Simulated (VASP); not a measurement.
A run of VASP 6.6.1 is set up as follows.

Contents of INCAR:

```
PREC = Accurate
ENCUT = 520
EDIFF = 1E-7
ISMEAR = -1
SIGMA = 0.05
LREAL = F
LASPH = T
NELM = 80
ALGO = Fast
ISIF = 2
LWAVE = F
LCHARG = T
LELF = T
LVHAR = T
NBANDS = 38
```

KPOINTS

```
Automatic mesh
0
Gamma
  11 11 3
```

Contents of POSCAR:

```
Rh
1.0
    2.6917446234      0.0000000000      0.0000000000
   -1.3458723117      2.3311192244      0.0000000000
    0.0000000000      0.0000000000      8.7980701300
Rh
4
Direct
    0.6666666667      0.3333333333      0.7500000000
    0.0000000000      0.0000000000      0.5000000000
    0.3333333333      0.6666666667      0.2500000000
    0.0000000000      0.0000000000      0.0000000000
```

Potentials or basis: VASP PAW LDA potentials, release 64 (Rh_pv).

The run is started by

```console
$ cat potpaw_LDA.64/Rh_pv/POTCAR > POTCAR
$ mpirun -np 1 vasp_std > vasp.out
```

What does it give for the pressure?

-10.8 GPa.

Estimate the band gap on the k mesh.

zero (band 30 reaches 12.29 eV, above the bottom of band 31 at 10.65 eV).

Stress tensor (GPa, compression positive):
```
-10.24   0.00   0.00
  0.00 -10.24   0.00
  0.00   0.00 -11.94
```
